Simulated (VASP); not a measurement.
Input of a VASP 6.6.1 run:

The input INCAR:

```
  ALGO = Normal
  EDIFF = 1E-7
  ENCUT = 520
  GGA = PS
  ISIF = 2
  ISMEAR = -1
  ISPIN = 2
  LASPH = True
  LCHARG = False
  LMAXMIX = 4
  LORBIT = 11
  LREAL = False
  LWAVE = False
  MAGMOM = 1 1
  NBANDS = 21
  NELM = 150
  PREC = Accurate
  SIGMA = 0.05
```

File KPOINTS:

```
k-points
0
Gamma
  12 12 7
```

The input POSCAR:

```
Ni
1.0
    2.4802374197      0.0000000000      0.0000000000
   -1.2401187098      2.1479486129      0.0000000000
    0.0000000000      0.0000000000      4.1264032895
Ni
2
Direct
    0.6666666667      0.3333333333      0.7500000000
    0.3333333333      0.6666666667      0.2500000000
```

Potentials or basis: VASP PAW PBE potentials, release 64 (Ni).

Command:

```sh
$ cat potpaw_PBE.64/Ni/POTCAR > POTCAR
$ mpirun -np 1 vasp_std > vasp.out
```

What does it give for the pressure?

-10.5 GPa.

Predict the site moments.

Ni +0.66 μB.

Estimate the net moment.

1.30 μB per cell.

Stress tensor (GPa, compression positive):
```
 -9.31   0.00   0.00
  0.00  -9.31   0.00
  0.00   0.00 -12.78
```

Caveat: the PAW data sets were made with another functional, which shifts forces and pressure a little.
